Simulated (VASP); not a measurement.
Set up this calculation in VASP 6.6.1, as the native input.

- Task: single point
- Functional: r2SCAN
- Potentials or basis: VASP PAW PBE potentials, release 64 (Ca_sv)
- Cutoff: 550 eV
- k mesh: 8 × 8 × 4
- Occupations: gaussian, width 0.1 eV
- Spin: no spin polarisation
- Dipole correction: no
- Further INCAR settings: ALGO = Normal; EDIFF = 1e-06; NBANDS = 17

The system is Ca.

```
Ca
1.0
     2.61500    0.00000    0.00000
     0.00000    2.61500    0.00000
     0.00000    0.00000    5.23000
Ca
2
Cartesian
  0.0000 0.0000 0.0000
  0.0000 0.0000 2.6150
```

This isn't the form of Ca at room conditions, which is fcc.

The input as run:

POSCAR

```
Ca
1.0
    2.6150000000      0.0000000000      0.0000000000
    0.0000000000      2.6150000000      0.0000000000
    0.0000000000      0.0000000000      5.2300000000
Ca
2
Direct
    0.0000000000      0.0000000000      0.0000000000
    0.0000000000      0.0000000000      0.5000000000
```

INCAR.step1

```
SYSTEM = Ca
  PREC = Accurate
  ENCUT = 550
  ISMEAR = 0
  SIGMA = 0.1
  LREAL = .False.
  LASPH = .True.
  NELM = 120
  NBANDS = 17
  GGA = PE
  ALGO = Normal
  EDIFF = 1E-5
  LWAVE = .True.
  LCHARG = .False.
  GGA_COMPAT = .False.
```

INCAR.step2

```
SYSTEM = Ca
  PREC = Accurate
  ENCUT = 550
  EDIFF = 1E-6
  ISMEAR = 0
  SIGMA = 0.1
  LREAL = .False.
  LASPH = .True.
  NELM = 120
  ALGO = Normal
  ISIF = 2
  LWAVE = .False.
  LCHARG = .True.
  METAGGA = R2SCAN
  LMIXTAU = .True.
  LELF = .True.
  LVHAR = .True.
  NBANDS = 17
  ISTART = 1
  GGA_COMPAT = .False.
```

KPOINTS

```
Automatic mesh
0
Gamma
  8 8 4
  0 0 0
```

Potentials or basis: VASP PAW PBE potentials, release 64 (Ca_sv).

Run with:

```console
$ cat potpaw_PBE.64/Ca_sv/POTCAR > POTCAR
$ cp INCAR.step1 INCAR
$ mpirun -np 1 vasp_std > vasp.out
$ cp INCAR.step2 INCAR
$ mpirun -np 1 vasp_std > vasp.out
```

It gave:

```
Pressure               : 42.0 GPa
Band gap on the k mesh : zero (bands 10 and 11 overlap by 0.99 eV)
```

Caveat: the cell stands under pressure; the PAW data sets were made with another functional, which shifts forces and pressure a little.

Wall time 76 s on 1 thread of Intel(R) Xeon(R) Platinum 8259CL CPU @ 2.50GHz (Skylake/Cascade Lake), on a shared host, peak memory 0.16 GiB.
